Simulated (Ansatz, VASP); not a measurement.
Ga2Si3 in VASP and in Ansatz

```
CELL_PARAMETERS angstrom
3.19322 1.84361 5.12674
-3.19322 1.84361 5.12674
0.00000 -3.68721 5.12674
ATOMIC_POSITIONS crystal
Ga 0.90629 0.90629 0.90629
Ga 0.59371 0.59371 0.59371
Ga 0.09371 0.09371 0.09371
Ga 0.40629 0.40629 0.40629
Si 0.97830 0.52170 0.75000
Si 0.75000 0.97830 0.52170
Si 0.52170 0.75000 0.97830
Si 0.02170 0.47830 0.25000
Si 0.25000 0.02170 0.47830
Si 0.47830 0.25000 0.02170
```

Alike in both runs: task relaxation of cell and atoms; functional PBE; k mesh 6 × 6 × 6; occupations gaussian, width 0.1 eV; no spin polarisation.

```csv
,VASP,Ansatz
version,VASP 6.6.1,Ansatz 0.2.0
potentials or method,"VASP PAW PBE potentials, release 64 (Ga_d, Si), cutoff 600 eV","scalar-relativistic, plane waves, PAW"
valence electrons in the cell,76,76
```

|  | VASP | Ansatz | Ansatz less VASP |
| --- | --- | --- | --- |
| gap on the k mesh at the Fermi level, each at its own relaxed structure (eV) | none | none | - |
| relaxed volume (Å³/atom) | 18.16 | 18.15 | -0.012 |
| relaxed length of the cell vector where the two differ most in proportion (Å) | 6.321 | 6.322 | +0.0004 |

A gap of «none» marks a metal or a gap that the smearing closes.
